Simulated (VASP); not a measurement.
# W (Im-3m) in VASP: a series of runs

The runs below take W through single point, with r2SCAN.

Everything below comes from runs of VASP 6.6.1. Logs are shortened: lines on timing, memory, paths and dates and some standing lists are left out, and cuts for length are marked.

## Step 1: The cell of the first run

The structure is cubic, space group Im-3m (No. 229). The conventional cell has a = 2.596 Å, b = 2.596 Å, c = 2.596 Å, α = 90.00°, β = 90.00°, γ = 90.00°. Within 3.0 Å of W (site symmetry m-3m) lie 14 W at 2.25 to 2.60 Å.

## Step 2: Single point, r2SCAN (volume scaled by 0.55)

File POSCAR:

```
W
1.0
   -1.2980593187      1.2980593187      1.2980593187
    1.2980593187     -1.2980593187      1.2980593187
    1.2980593187      1.2980593187     -1.2980593187
W
1
Direct
    0.0000000000      0.0000000000      0.0000000000
```

File INCAR.step1:

```
PREC = Accurate
ENCUT = 550
ISMEAR = -1
SIGMA = 0.08
LREAL = False
LASPH = True
NELM = 120
NBANDS = 13
GGA = PE
ALGO = Normal
EDIFF = 1E-5
LWAVE = True
LCHARG = False
GGA_COMPAT = False
```

File INCAR.step2:

```
PREC = Accurate
ENCUT = 550
EDIFF = 1E-6
ISMEAR = -1
SIGMA = 0.08
LREAL = False
LASPH = True
NELM = 120
ALGO = Normal
ISIF = 2
LWAVE = False
LCHARG = False
METAGGA = R2SCAN
LMIXTAU = True
NBANDS = 13
ISTART = 1
GGA_COMPAT = False
```

File KPOINTS:

```
regular mesh
0
Gamma
  19 19 19
```

Potentials or basis: VASP PAW PBE potentials, release 64 (W_sv).

Launch:

```console
$ cat potpaw_PBE.64/W_sv/POTCAR > POTCAR
$ cp INCAR.step1 INCAR
$ mpirun -np 1 vasp_std > vasp.out
$ cp INCAR.step2 INCAR
$ mpirun -np 1 vasp_std > vasp.out
```

OUTCAR:

```text
PREC = Accurate
   ENCUT = 550
   EDIFF = 1E-6
   ISMEAR = -1
   LREAL = False
   LASPH = True
   NELM = 120
   ISIF = 2
   METAGGA = R2SCAN
   ISTART = 1

 ion  position               nearest neighbor table
   1  0.000  0.000  0.000-

  LATTYP: Found a body centered cubic cell.
 ALAT       =     2.5961186374

  Lattice vectors:

 A1 = (  -1.2980593187,   1.2980593187,   1.2980593187)
 A2 = (   1.2980593187,  -1.2980593187,   1.2980593187)
 A3 = (   1.2980593187,   1.2980593187,  -1.2980593187)

Analysis of symmetry for initial positions (statically):
=====================================================================
 Subroutine PRICEL returns:
 Original cell was already a primitive cell.

 Routine SETGRP: Setting up the symmetry group for a
 body centered cubic supercell.

 Subroutine GETGRP returns: Found 48 space group operations
 (whereof 48 operations were pure point group operations)
 out of a pool of 48 trial point group operations.

The static configuration has the point symmetry O_h .

Analysis of symmetry for dynamics (positions and initial velocities):
=====================================================================
 Subroutine PRICEL returns:
 Original cell was already a primitive cell.

 Routine SETGRP: Setting up the symmetry group for a
 body centered cubic supercell.

 Subroutine GETGRP returns: Found 48 space group operations
 (whereof 48 operations were pure point group operations)
 out of a pool of 48 trial point group operations.

The dynamic configuration has the point symmetry O_h .

 Subroutine INISYM returns: Found 48 space group operations
 (whereof 48 operations are pure point group operations),
 and found     1 'primitive' translations

----------------------------------------------------------------------------------------

                                     Primitive cell

  volume of cell :       8.7487

  direct lattice vectors                    reciprocal lattice vectors
    -1.298059319  1.298059319  1.298059319     0.000000000  0.385190409  0.385190409
     1.298059319 -1.298059319  1.298059319     0.385190409  0.000000000  0.385190409
     1.298059319  1.298059319 -1.298059319     0.385190409  0.385190409  0.000000000

  length of vectors
     2.248304691  2.248304691  2.248304691     0.544741501  0.544741501  0.544741501

  position of ions in fractional coordinates (direct lattice)
     0.000000000  0.000000000  0.000000000

  ion indices of the primitive-cell ions
   primitive index   ion index
                 1           1
[... 74 lines left out ...]
   EDIFFG = 0.1E-04   stopping-criterion for IOM
   NSW    =      0    number of steps for IOM
   IBRION =     -1    ionic relax: 0-MD 1-quasi-New 2-CG
   NFREE  =      0    steps in history (QN), initial steepest desc. (CG)
   ISIF   =      2    stress and relaxation
   ISYM   =      2    0-nonsym 1-usesym 2-fastsym
   POTIM  = 0.5000    time-step for ionic-motion
   TEBEG  =    0.0;   TEEND  =   0.0 temperature during run
   PSTRESS=    0.0 pullay stress
   NELECT =      14.0000    total number of electrons
   NUPDOWN=      -1.0000    fix difference up-down
   EMIN   =  10.00;   EMAX   =-10.00  energy-range for DOS
   EFERMI =   0.00;   METHOD = LEGACY
   ISMEAR =    -1;   SIGMA  =   0.08  broadening in eV -4-tet -1-fermi 0-gaus
   EFERMI_NEDOS =   21; number of points for ismear=-14 and -15
   IALGO  =     38    algorithm
   IMIX   =      4    mixing-type and parameters
     AMIX     =   0.40;   BMIX     =  1.00
     AMIX_MAG =   1.60;   BMIX_MAG =  1.00
  volume/ion in A,a.u.               =       8.75        59.04
  Fermi-wavevector in a.u.,A,eV,Ry     =   1.914857  3.618555 49.888164  3.666677
  Thomas-Fermi vector in A             =   2.950680
   LORBIT       =      0    0 simple, 1 ext, 2 COOP (PROOUT), +10 PAW based schemes
   METAGGA = R2SCAN    functional components
   LHFCALC =     F    Hartree Fock is set to
   AEXX    =    0.0000 exact exchange contribution
   IVDW    =     0    specifies the selected vdW correction
   LEPSILON=     F    determine dielectric tensor
   LRPA    =     F    only Hartree local field effects (RPA)
 non-spin polarized calculation
  energy-cutoff  :      550.00
  volume of cell :        8.75
 maximum number of plane-waves:       263
 NGX is ok and might be reduce to    18
   NGX =  9   NGY =  9   NGZ =  9

 number of electron      14.0000003 magnetization

 Free energy of the ion-electron system (eV)
  ---------------------------------------------------
  ext. energy  EPLUGINS =         0.00000000
  ---------------------------------------------------
  free energy    TOTEN  =       -42.57473667 eV

  energy without entropy =      -42.56485253  energy(sigma->0) =      -42.56979460

 E-fermi :  22.6509     XC(G=0): -19.1899

 val. band max:       22.6475173199   @ k =  -0.2632   0.3158   0.1053
 cond. band min:      22.6561016888   @ k =  -0.3158   0.3684   0.2105
 fundamental gap:      0.0085843689
 Fermi energy:        22.6509035713

 k-point     1 :       0.0000    0.0000    0.0000
  band No.  band energies     occupation
      1     -55.0621      2.00000
      2     -14.8329      2.00000
      3     -14.8329      2.00000
      4     -14.8329      2.00000
      5      10.2125      2.00000
      6      19.0028      2.00000
      7      19.0028      2.00000
      8      19.0028      2.00000
      9      25.7028      0.00000
     10      25.7028      0.00000
     11      38.1762      0.00000
     12      38.1762      0.00000
     13      38.1762      0.00000
[... 354 lines left out ...]
  band No.  band energies     occupation
      1     -53.7191      2.00000
      2     -21.1520      2.00000
      3     -17.0503      2.00000
      4     -15.3248      2.00000
      5      12.0357      2.00000
      6      14.8687      2.00000
      7      22.2348      1.98904
      8      25.9220      0.00000
      9      28.4733      0.00000
     10      32.9388      0.00000
     11      39.5114      0.00000
     12      47.0106      0.00000
     13      52.4282      0.00000

 [... further k-points ...]
[... 5 lines left out ...]
  --------------------------------------------------------------------------------------
  -------------------------------------------------------------------------------------
  Total       35.2915616     35.2915616     35.2915616     -0.0000000     -0.0000000      0.0000000
  in kB     6463.0549656   6463.0549656   6463.0549656     -0.0000000     -0.0000000      0.0000000
  external PRESSURE =    6463.0549656 kB  Pullay stress =       0.0000000 kB

 VOLUME and BASIS-vectors are now :
 -----------------------------------------------------------------------------
  energy-cutoff  :      550.00
  volume of cell :        8.75
      direct lattice vectors                 reciprocal lattice vectors
    -1.298059319  1.298059319  1.298059319     0.000000000  0.385190409  0.385190409
     1.298059319 -1.298059319  1.298059319     0.385190409  0.000000000  0.385190409
     1.298059319  1.298059319 -1.298059319     0.385190409  0.385190409  0.000000000

 POSITION                                       TOTAL-FORCE (eV/Angst)
 -----------------------------------------------------------------------------------
      0.00000      0.00000      0.00000         0.000000     -0.000000      0.000000
 -----------------------------------------------------------------------------------
    total drift:                                0.000000     -0.000000      0.000000

  FREE ENERGIE OF THE ION-ELECTRON SYSTEM (eV)
  ---------------------------------------------------
  free  energy   TOTEN  =       -42.5747366694 eV

  energy  without entropy=      -42.5648525326  energy(sigma->0) =      -42.56979460
```

OUTCAR.step1:

```text
PREC = Accurate
   ENCUT = 550
   ISMEAR = -1
   LREAL = False
   LASPH = True
   NELM = 120
[... 599 lines left out ...]
 POSITION                                       TOTAL-FORCE (eV/Angst)
 -----------------------------------------------------------------------------------
      0.00000      0.00000      0.00000        -0.000000     -0.000000     -0.000000
 -----------------------------------------------------------------------------------
    total drift:                                0.000000     -0.000000      0.000000

  FREE ENERGIE OF THE ION-ELECTRON SYSTEM (eV)
  ---------------------------------------------------
  free  energy   TOTEN  =        -3.9924741918 eV

  energy  without entropy=       -3.9825328892  energy(sigma->0) =       -3.98750354
```

Run time: 84 s. Hardware: 1 thread of AMD EPYC 9R45 (Zen 5), shared host; peak memory 0.1 GiB.

The run converged, but its numbers aren't listed here, since they failed a check.

Caveat: the PAW data sets were made with another functional, which shifts forces and pressure a little; spin-orbit coupling is left out, which moves the levels of the heavy elements.

## Step 3: Single point, r2SCAN (volume scaled by 0.64)

File POSCAR:

```
W
1.0
   -1.3653174286      1.3653174286      1.3653174286
    1.3653174286     -1.3653174286      1.3653174286
    1.3653174286      1.3653174286     -1.3653174286
W
1
Direct
    0.0000000000      0.0000000000      0.0000000000
```

File INCAR.step1:

```
SYSTEM = W
PREC = Accurate
ENCUT = 550
ISMEAR = -1
SIGMA = 0.08
LREAL = .FALSE.
LASPH = .TRUE.
NELM = 120
NBANDS = 13
GGA = PE
ALGO = Normal
EDIFF = 1E-5
LWAVE = .TRUE.
LCHARG = .FALSE.
GGA_COMPAT = .FALSE.
```

File INCAR.step2:

```
SYSTEM = W
PREC = Accurate
ENCUT = 550
EDIFF = 1E-6
ISMEAR = -1
SIGMA = 0.08
LREAL = .FALSE.
LASPH = .TRUE.
NELM = 120
ALGO = Normal
ISIF = 2
LWAVE = .FALSE.
LCHARG = .FALSE.
METAGGA = R2SCAN
LMIXTAU = .TRUE.
NBANDS = 13
ISTART = 1
GGA_COMPAT = .FALSE.
```

File KPOINTS:

```
regular mesh
0
G
  19 19 19
  0 0 0
```

Potentials or basis: VASP PAW PBE potentials, release 64 (W_sv).

Launch:

```console
$ cat potpaw_PBE.64/W_sv/POTCAR > POTCAR
$ cp INCAR.step1 INCAR
$ mpirun -np 1 vasp_std > vasp.out
$ cp INCAR.step2 INCAR
$ mpirun -np 1 vasp_std > vasp.out
```

Wall time 94 s (1 thread of AMD EPYC 9R45 (Zen 5), shared host); peak memory 0.11 GiB.

It converged, with:

| Quantity | Value |
| --- | --- |
| Free energy | -46.9330 eV |
| Pressure | 357.8 GPa |
| Band gap on the k mesh | zero (band 7 reaches 27.61 eV, above the bottom of band 8 at 16.44 eV) |

Levels at points of the mesh, in eV from the Fermi level:
| k point | band 3 | band 4 | band 5 | band 6 | band 7 | band 8 | band 9 | band 10 | band 11 | band 12 |
| --- | --- | --- | --- | --- | --- | --- | --- | --- | --- | --- |
| (0.00, 0.00, 0.00) | -37.85 | -37.85 | -12.27 | -2.79 | -2.79 | -2.79 | 3.08 | 3.08 | 15.63 | 15.63 |

Caveat: the PAW data sets were made with another functional, which shifts forces and pressure a little; spin-orbit coupling is left out, which moves the levels of the heavy elements.

## Step 4: Single point, r2SCAN (volume scaled by 0.64)

POSCAR is that of step 3.

File INCAR.step1:

```
PREC = Accurate
ENCUT = 550
ISMEAR = -1
SIGMA = 0.08
LREAL = F
LASPH = T
NELM = 120
NBANDS = 13
GGA = PE
ALGO = Normal
EDIFF = 1E-5
LWAVE = T
LCHARG = F
GGA_COMPAT = F
```

File INCAR.step2:

```
PREC = Accurate
ENCUT = 550
EDIFF = 1E-6
ISMEAR = -1
SIGMA = 0.08
LREAL = F
LASPH = T
NELM = 120
ALGO = Normal
ISIF = 2
LWAVE = F
LCHARG = F
METAGGA = R2SCAN
LMIXTAU = T
NBANDS = 13
ISTART = 1
GGA_COMPAT = F
```

File KPOINTS:

```
regular mesh
0
Gamma
  19 19 19
```

Launch:

```console
$ cat potpaw_PBE.64/W_sv/POTCAR > POTCAR
$ cp INCAR.step1 INCAR
$ mpirun -np 1 vasp_std > vasp.out
$ cp INCAR.step2 INCAR
$ mpirun -np 1 vasp_std > vasp.out
```

It took 86 s on 1 thread of AMD EPYC 9R45 (Zen 5), shared host; peak memory 0.11 GiB.

The run converged. Its results:

```yaml
Free_energy: -46.9330 eV
Pressure: 357.8 GPa
Band_gap_on_the_k_mesh: zero (band 7 reaches 27.61 eV, above the bottom of band 8 at 16.44 eV)
```

Levels at points of the mesh, in eV from the Fermi level:
| k point | band 3 | band 4 | band 5 | band 6 | band 7 | band 8 | band 9 | band 10 | band 11 | band 12 |
| --- | --- | --- | --- | --- | --- | --- | --- | --- | --- | --- |
| (0.00, 0.00, 0.00) | -37.85 | -37.85 | -12.27 | -2.79 | -2.79 | -2.79 | 3.08 | 3.08 | 15.63 | 15.63 |

Caveat: the PAW data sets were made with another functional, which shifts forces and pressure a little; spin-orbit coupling is left out, which moves the levels of the heavy elements.
